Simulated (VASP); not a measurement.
# SnO (P4/nmm) in VASP: further runs

SnO is run at these levels: PBEsol; tasks: single point.

All numbers are computed with VASP 6.6.1; they aren't measurements. Logs are shortened: lines on timing, memory, paths and dates and some standing lists are left out, and cuts for length are marked.

**1. The cell of the first run**

Symmetry: P4/nmm, No. 129, tetragonal system. Conventional cell: a = 4.114 Å, b = 4.114 Å, c = 4.549 Å, α = 90.00°, β = 90.00°, γ = 90.00°. Within 3.1 Å of Sn (site symmetry 4mm) lie 4 O at 2.33 Å. O (site symmetry -4m2) has 4 Sn at 2.33 Å and 4 O at 2.91 Å within 3.1 Å.

**2. Single point, PBEsol (19.25 Å³/atom)**

The input, INCAR:

```
PREC = Accurate
ENCUT = 520
EDIFF = 1E-6
ISMEAR = 0
SIGMA = 0.15
LREAL = F
LASPH = T
NELM = 60
ALGO = Normal
ISIF = 2
LWAVE = F
LCHARG = F
GGA = PS
NBANDS = 28
```

The input, KPOINTS:

```
Automatic mesh
0
Gamma
  12 12 10
```

The input, POSCAR:

```
SnO
1.0
    4.1142096602      0.0000000000      0.0000000000
    0.0000000000      4.1142096602      0.0000000000
    0.0000000000      0.0000000000      4.5494930422
Sn O
2 2
Direct
    0.0000000000      0.5000000000      0.2425296443
    0.5000000000      0.0000000000      0.7574703557
    0.0000000000      0.0000000000      0.0000000000
    0.5000000000      0.5000000000      0.0000000000
```

Potentials or basis: VASP PAW PBE potentials, release 64 (Sn_d, O).

The run is started by

```sh
cat potpaw_PBE.64/Sn_d/POTCAR potpaw_PBE.64/O/POTCAR > POTCAR
mpirun -np 1 vasp_std > vasp.out
```

OUTCAR:

```text
PREC = Accurate
   ENCUT = 520
   EDIFF = 1E-6
   ISMEAR = 0
   LREAL = F
   LASPH = T
   NELM = 60
   ISIF = 2
   GGA = PS

 ion  position               nearest neighbor table
   1  0.000  0.500  0.243-   3 2.33   4 2.33   3 2.33   4 2.33   2 3.65   2 3.65   2 3.65   2 3.65
                             2 3.74   2 3.74   2 3.74   2 3.74
   2  0.500  0.000  0.757-   3 2.33   4 2.33   4 2.33   3 2.33   1 3.65   1 3.65   1 3.65   1 3.65
                             1 3.74   1 3.74   1 3.74   1 3.74
   3  0.000  0.000  0.000-   1 2.33   2 2.33   1 2.33   2 2.33
   4  0.500  0.500  0.000-   1 2.33   2 2.33   2 2.33   1 2.33

  LATTYP: Found a simple tetragonal cell.
 ALAT       =     4.1142096602
 C/A-ratio  =     1.1058000000

  Lattice vectors:

 A1 = (   4.1142096602,   0.0000000000,   0.0000000000)
 A2 = (   0.0000000000,   4.1142096602,   0.0000000000)
 A3 = (   0.0000000000,   0.0000000000,   4.5494930422)

Analysis of symmetry for initial positions (statically):
=====================================================================
 Subroutine PRICEL returns:
 Original cell was already a primitive cell.

 Routine SETGRP: Setting up the symmetry group for a
 simple tetragonal supercell.

 Subroutine GETGRP returns: Found 16 space group operations
 (whereof  8 operations were pure point group operations)
 out of a pool of 16 trial point group operations.

The static configuration has the point symmetry D_2d.
 The point group associated with its full space group is D_4h.

Analysis of symmetry for dynamics (positions and initial velocities):
=====================================================================
 Subroutine PRICEL returns:
 Original cell was already a primitive cell.

 Routine SETGRP: Setting up the symmetry group for a
 simple tetragonal supercell.

 Subroutine GETGRP returns: Found 16 space group operations
 (whereof  8 operations were pure point group operations)
 out of a pool of 16 trial point group operations.

The dynamic configuration has the point symmetry D_2d.
 The point group associated with its full space group is D_4h.

 Subroutine INISYM returns: Found 16 space group operations
 (whereof  8 operations are pure point group operations),
 and found     1 'primitive' translations

----------------------------------------------------------------------------------------

                                     Primitive cell

  volume of cell :      77.0080

  direct lattice vectors                    reciprocal lattice vectors
     4.114209660  0.000000000  0.000000000     0.243060049  0.000000000  0.000000000
     0.000000000  4.114209660  0.000000000     0.000000000  0.243060049  0.000000000
     0.000000000  0.000000000  4.549493042     0.000000000  0.000000000  0.219804710

  length of vectors
     4.114209660  4.114209660  4.549493042     0.243060049  0.243060049  0.219804710

  position of ions in fractional coordinates (direct lattice)
     0.000000000  0.500000000  0.242529644
     0.500000000  0.000000000  0.757470356
     0.000000000  0.000000000  0.000000000
     0.500000000  0.500000000  0.000000000

  ion indices of the primitive-cell ions
   primitive index   ion index
                 1           1
                 2           2
                 3           3
                 4           4

----------------------------------------------------------------------------------------

 KPOINTS: Automatic mesh

Automatic generation of k-mesh.
 Grid dimensions read from file:
 generate k-points for:   12   12   10

 Generating k-lattice:

  Cartesian coordinates                     Fractional coordinates (reciprocal lattice)
     0.020255004  0.000000000  0.000000000     0.083333333  0.000000000  0.000000000
     0.000000000  0.020255004  0.000000000     0.000000000  0.083333333  0.000000000
     0.000000000  0.000000000  0.021980471     0.000000000  0.000000000  0.100000000

  Length of vectors
     0.020255004  0.020255004  0.021980471

  Shift w.r.t. Gamma in fractional coordinates (k-lattice)
     0.000000000  0.000000000  0.000000000

 Subroutine IBZKPT returns following result:
 ===========================================

 Found    168 irreducible k-points:

 Following reciprocal coordinates:
            Coordinates               Weight
  0.000000  0.000000  0.000000      1.000000
  0.083333  0.000000  0.000000      4.000000
  0.166667  0.000000  0.000000      4.000000
  0.250000  0.000000  0.000000      4.000000
  0.333333  0.000000  0.000000      4.000000
  0.416667  0.000000  0.000000      4.000000
[... 16 lines left out ...]
  0.333333  0.333333  0.000000      4.000000
  0.416667  0.333333  0.000000      8.000000
 [... further k-points ...]
   k-points           NKPTS =    168   k-points in BZ     NKDIM =    168   number of bands    NBANDS=     28
   number of dos      NEDOS =    301   number of ions     NIONS =      4
   total plane-waves  NPLWV =  36864
   dimension x,y,z NGX =    32 NGY =   32 NGZ =   36
   dimension x,y,z NGXF=    64 NGYF=   64 NGZF=   72
   ions per type =               2   2
   NGX,Y,Z   is equivalent  to a cutoff of  12.93, 12.93, 13.15 a.u.
   NGXF,Y,Z  is equivalent  to a cutoff of  25.86, 25.86, 26.31 a.u.
 SYSTEM =  unknown system
   PREC   = accura    normal or accurate (medium, high low for compatibility)
   ISTART =      0    job   : 0-new  1-cont  2-samecut
   ICHARG =      2    charge: 1-file 2-atom 10-const
   ISPIN  =      1    spin polarized calculation?
   LNONCOLLINEAR =      F non collinear calculations
   LSORBIT =      F    spin-orbit coupling
   LASPH  =      T    aspherical Exc in radial PAW
   ENCUT  =  520.0 eV  38.22 Ry    6.18 a.u.   7.65  7.65  8.46*2*pi/ulx,y,z
   NELM   =     60;   NELMIN=  2; NELMDL= -5     # of ELM steps
   EDIFF  = 0.1E-05   stopping-criterion for ELM
   LREAL  =      F    real-space projection
   EDIFFG = 0.1E-04   stopping-criterion for IOM
   NSW    =      0    number of steps for IOM
   IBRION =     -1    ionic relax: 0-MD 1-quasi-New 2-CG
   NFREE  =      0    steps in history (QN), initial steepest desc. (CG)
   ISIF   =      2    stress and relaxation
   ISYM   =      2    0-nonsym 1-usesym 2-fastsym
   POTIM  = 0.5000    time-step for ionic-motion
   TEBEG  =    0.0;   TEEND  =   0.0 temperature during run
   PSTRESS=    0.0 pullay stress
   NELECT =      40.0000    total number of electrons
   NUPDOWN=      -1.0000    fix difference up-down
   EMIN   =  10.00;   EMAX   =-10.00  energy-range for DOS
   EFERMI =   0.00;   METHOD = LEGACY
   ISMEAR =     0;   SIGMA  =   0.15  broadening in eV -4-tet -1-fermi 0-gaus
   EFERMI_NEDOS =   21; number of points for ismear=-14 and -15
   IALGO  =     38    algorithm
   IMIX   =      4    mixing-type and parameters
     AMIX     =   0.40;   BMIX     =  1.00
     AMIX_MAG =   1.60;   BMIX_MAG =  1.00
  volume/ion in A,a.u.               =      19.25       129.92
  Fermi-wavevector in a.u.,A,eV,Ry     =   1.315981  2.486843 23.562643  1.731805
  Thomas-Fermi vector in A             =   2.446125
   LORBIT       =      0    0 simple, 1 ext, 2 COOP (PROOUT), +10 PAW based schemes
   GGA     = PS    functional components
   LHFCALC =     F    Hartree Fock is set to
   AEXX    =    0.0000 exact exchange contribution
   IVDW    =     0    specifies the selected vdW correction
   LEPSILON=     F    determine dielectric tensor
   LRPA    =     F    only Hartree local field effects (RPA)
 non-spin polarized calculation
 Gauss-broadening in eV      SIGMA  =   0.15
  energy-cutoff  :      520.00
  volume of cell :       77.01
 maximum number of plane-waves:      2105
 NGX is ok and might be reduce to    32
   NGX = 15   NGY = 15   NGZ = 17

 number of electron      39.9999994 magnetization

 Free energy of the ion-electron system (eV)
  ---------------------------------------------------
  ext. energy  EPLUGINS =         0.00000000
  ---------------------------------------------------
  free energy    TOTEN  =       -23.77202649 eV

  energy without entropy =      -23.77202455  energy(sigma->0) =      -23.77202552

 E-fermi :   5.5370     XC(G=0): -10.0652

 val. band max:        5.1440329582   @ k =   0.1667   0.1667   0.0000
 cond. band min:       5.8696235208   @ k =   0.5000   0.5000   0.0000
 fundamental gap:      0.7255905627
 Fermi energy:         5.5369600054

 k-point     1 :       0.0000    0.0000    0.0000
  band No.  band energies     occupation
      1     -15.8035      2.00000
      2     -15.5849      2.00000
      3     -15.5849      2.00000
      4     -15.5644      2.00000
      5     -15.5512      2.00000
      6     -15.5329      2.00000
[... 20 lines left out ...]
     27      12.4700      0.00000
     28      12.7494      0.00000

 k-point     2 :       0.0833    0.0000    0.0000
  band No.  band energies     occupation
      1     -15.7998      2.00000
      2     -15.5835      2.00000
      3     -15.5831      2.00000
      4     -15.5629      2.00000
      5     -15.5509      2.00000
      6     -15.5353      2.00000
[... 20 lines left out ...]
     27      12.5066      0.00000
     28      13.1122      0.00000

 k-point     3 :       0.1667    0.0000    0.0000
  band No.  band energies     occupation
      1     -15.7892      2.00000
      2     -15.5796      2.00000
      3     -15.5777      2.00000
      4     -15.5586      2.00000
      5     -15.5541      2.00000
      6     -15.5500      2.00000
[... 20 lines left out ...]
     27      12.5615      0.00000
     28      13.9934      0.00000

 k-point     4 :       0.2500    0.0000    0.0000
  band No.  band energies     occupation
      1     -15.7726      2.00000
      2     -15.5847      2.00000
      3     -15.5734      2.00000
      4     -15.5694      2.00000
      5     -15.5516      2.00000
      6     -15.5485      2.00000
[... 578 lines left out ...]
     27      13.2537      0.00000
     28      13.2537      0.00000

 k-point    23 :       0.3333    0.3333    0.0000
  band No.  band energies     occupation
      1     -15.7458      2.00000
      2     -15.6911      2.00000
      3     -15.5517      2.00000
      4     -15.5474      2.00000
      5     -15.5459      2.00000
      6     -15.5246      2.00000
[... 20 lines left out ...]
     27      12.7550      0.00000
     28      13.5388      0.00000

 k-point    24 :       0.4167    0.3333    0.0000
  band No.  band energies     occupation
      1     -15.7398      2.00000
      2     -15.7125      2.00000
      3     -15.5484      2.00000
      4     -15.5472      2.00000
      5     -15.5403      2.00000
      6     -15.5258      2.00000
[... 20 lines left out ...]
     27      12.9482      0.00000
     28      13.3593      0.00000

 [... further k-points ...]
[... 5 lines left out ...]
  --------------------------------------------------------------------------------------
  -------------------------------------------------------------------------------------
  Total       -5.9769180     -5.9769180     -1.7861727      0.0000000     -0.0000000      0.0000000
  in kB     -124.3517895   -124.3517895    -37.1619245      0.0000000     -0.0000000      0.0000000
  external PRESSURE =     -95.2885011 kB  Pullay stress =       0.0000000 kB

 VOLUME and BASIS-vectors are now :
 -----------------------------------------------------------------------------
  energy-cutoff  :      520.00
  volume of cell :       77.01
      direct lattice vectors                 reciprocal lattice vectors
     4.114209660  0.000000000  0.000000000     0.243060049  0.000000000  0.000000000
     0.000000000  4.114209660  0.000000000     0.000000000  0.243060049  0.000000000
     0.000000000  0.000000000  4.549493042     0.000000000  0.000000000  0.219804710

 POSITION                                       TOTAL-FORCE (eV/Angst)
 -----------------------------------------------------------------------------------
      0.00000      2.05710      1.10339        -0.000000     -0.000000     -0.757444
      2.05710      0.00000      3.44611         0.000000     -0.000000      0.757444
      0.00000      0.00000      0.00000         0.000000      0.000000      0.000000
      2.05710      2.05710      0.00000         0.000000     -0.000000      0.000000
 -----------------------------------------------------------------------------------
    total drift:                                0.000000     -0.000000      0.000000

  FREE ENERGIE OF THE ION-ELECTRON SYSTEM (eV)
  ---------------------------------------------------
  free  energy   TOTEN  =       -23.7720264870 eV

  energy  without entropy=      -23.7720245538  energy(sigma->0) =      -23.77202552
```

Run time: 6.4 min. Hardware: 1 thread of Oxide Virtual Turin-like, shared host; peak memory 0.36 GiB.

What came out:

- Free energy: -23.7720 eV
- Pressure: -9.5 GPa
- Largest force: 0.757 eV/Å
- Band gap on the k mesh: 0.73 eV (least direct gap 1.67 eV)

Forces in eV/Å, atoms in the order of the input:
```
Sn   0.000  0.000 -0.757
Sn   0.000  0.000  0.757
O    0.000  0.000  0.000
O    0.000  0.000  0.000
```

Caveat: the stress differs along the axes, from -12 to -4 GPa; semilocal functionals underestimate gaps, and a narrow one can read as zero; the PAW data sets were made with another functional, which shifts forces and pressure a little; spin-orbit coupling is left out, which moves the levels of the heavy elements.

**3. Single point, PBEsol (19.25 Å³/atom)**

The input, INCAR:

```
SYSTEM = SnO
PREC = Accurate
ENCUT = 520
EDIFF = 1E-7
ISMEAR = 0
SIGMA = 0.15
LREAL = .FALSE.
LASPH = .TRUE.
NELM = 100
ALGO = Normal
ISIF = 2
LWAVE = .FALSE.
LCHARG = .TRUE.
GGA = PS
LELF = .TRUE.
LVHAR = .TRUE.
NBANDS = 28
```

The input, KPOINTS:

```
regular mesh
0
G
  12 12 10
  0 0 0
```

The input, POSCAR:

```
SnO
1.0
    3.9511173811      0.0000000000      0.0000000000
    0.0000000000      3.9511173811      0.0000000000
    0.0000000000      0.0000000000      4.9328280874
Sn O
2 2
Direct
    0.0000000000      0.5000000000      0.2425296443
    0.5000000000      0.0000000000      0.7574703557
    0.0000000000      0.0000000000      0.0000000000
    0.5000000000      0.5000000000      0.0000000000
```

Potentials or basis: VASP PAW PBE potentials, release 64 (Sn_d, O).

The run is started by

```sh
cat potpaw_PBE.64/Sn_d/POTCAR potpaw_PBE.64/O/POTCAR > POTCAR
mpirun -np 1 vasp_std > vasp.out
```

Run time: 6.6 min. Hardware: 1 thread of Oxide Virtual Turin-like, shared host; peak memory 0.36 GiB.

It converged, with:

- Free energy: -23.9883 eV
- Pressure: -8.5 GPa
- Largest force: 1.245 eV/Å
- Band gap on the k mesh: 0.29 eV (least direct gap 1.94 eV)

Forces in eV/Å, atoms in the order of the input:
```
Sn   0.000  0.000 -1.245
Sn   0.000  0.000  1.245
O    0.000  0.000  0.000
O    0.000  0.000  0.000
```

Stress tensor (GPa, compression positive):
```
-9.07  0.00  0.00
 0.00 -9.07  0.00
 0.00  0.00 -7.25
```

Levels at points of the mesh, in eV from the valence-band top:
| k point | band 18 | band 19 | band 20 | band 21 | band 22 | band 23 |
| --- | --- | --- | --- | --- | --- | --- |
| (0.00, 0.00, 0.00) | -2.41 | -2.41 | -0.01 | 1.97 | 4.53 | 4.53 |
| (0.50, 0.00, 0.00) | -3.92 | -2.20 | -2.20 | 3.12 | 3.12 | 5.62 |
| (0.50, 0.50, 0.00) | -1.80 | -1.66 | -1.66 | 0.29 | 0.29 | 4.53 |
| (0.00, 0.00, 0.50) | -2.43 | -2.43 | -1.60 | 1.74 | 2.98 | 2.98 |
| (0.50, 0.00, 0.50) | -3.88 | -1.33 | -1.33 | 2.61 | 2.61 | 5.19 |
| (0.50, 0.50, 0.50) | -2.42 | -1.80 | -1.80 | 2.54 | 2.54 | 3.96 |

Caveat: the cell stands under tension; semilocal functionals underestimate gaps, and a narrow one can read as zero; the PAW data sets were made with another functional, which shifts forces and pressure a little; spin-orbit coupling is left out, which moves the levels of the heavy elements. A k mesh can miss the band edges.
